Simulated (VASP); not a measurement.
Mo:

```
CELL_PARAMETERS angstrom
2.73551 0.00000 0.00000
-1.36776 2.36902 0.00000
0.00000 0.00000 2.55518
ATOMIC_POSITIONS crystal
Mo 0.00000 0.00000 0.50000
```

| Quantity | Value |
| --- | --- |
| Program | VASP 6.6.1 |
| Task | relaxation of cell and atoms |
| Functional | PBEsol |
| Potentials or basis | VASP PAW PBE potentials, release 64 (Mo_sv) |
| Cutoff | 600 eV |
| k mesh | 9 × 9 × 9 |
| Occupations | fermi-dirac, width 0.05 eV |
| Spin | no spin polarisation |

At the start: pressure -2.3 GPa; volume 16.56 Å³/atom.

Task: How do energy, volume and symmetry change on relaxing?

Result: Over 9 steps the energy falls by 4.1 meV/atom and the volume is 16.36 Å³/atom (-1.2 %); space group P6/mmm (No. 191, to 0.05 Å).

Step by step:
```tsv
step	energy change (eV)	largest force (eV/Å)	pressure (GPa)	volume (Å³)
1	0.0000	0.0000	-2.32	16.56
2	0.0025	0.0000	5.48	15.99
3	-0.0033	0.0000	0.94	16.30
4	-0.0033	0.0000	-0.34	16.39
5	-0.0041	0.0000	0.21	16.35
6	-0.0041	0.0000	0.20	16.35
7	-0.0041	0.0000	0.17	16.35
8	-0.0041	0.0000	-0.24	16.38
9	-0.0041	0.0000	0.01	16.36
```

Final structure:
```
CELL_PARAMETERS angstrom
2.74019 0.00000 0.00000
-1.37010 2.37307 0.00000
0.00000 0.00000 2.51642
ATOMIC_POSITIONS crystal
Mo 0.00000 0.00000 0.50000
```

Caveat: the PAW data sets were made with another functional, which shifts forces and pressure a little.
